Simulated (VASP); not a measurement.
InPd: single point with PBE

Crystal: InPd.

```
CELL_PARAMETERS angstrom
3.41196 0.00000 0.00000
0.00000 3.41196 0.00000
0.00000 0.00000 3.41196
ATOMIC_POSITIONS crystal
In 0.00000 0.00000 0.00000
Pd 0.50000 0.50000 0.50000
```

This cell differs from its parent crystal: volume scaled by 1.10.

```json
{
  "Program": "VASP 6.6.1",
  "Task": "single point",
  "Functional": "PBE",
  "Potentials or basis": "VASP PAW PBE potentials, release 64 (In_d, Pd)",
  "Cutoff": "520 eV",
  "k mesh": "14 × 14 × 14",
  "Occupations": "gaussian, width 0.1 eV",
  "Spin": "no spin polarisation"
}
```

```yaml
Pressure: -8.0 GPa
```

Levels at points of the mesh, in eV from the Fermi level:
```csv
k point,band 9,band 10,band 11,band 12,band 13,band 14
"(0.00, 0.00, 0.00)",-1.96,-1.96,-1.96,4.06,4.06,4.06
"(0.50, 0.00, 0.00)",-2.74,-2.74,-2.00,-0.99,8.58,8.58
"(0.50, 0.50, 0.00)",-2.31,-1.81,-1.81,-1.48,0.93,2.15
"(0.50, 0.50, 0.50)",-1.45,-1.45,-0.53,3.70,3.70,3.70
```

It took 2.2 min on 1 thread of Intel Xeon 8259CL, with other jobs on the host, peak memory 0.22 GiB.

Caveat: spin-orbit coupling is left out, which moves the levels of the heavy elements.
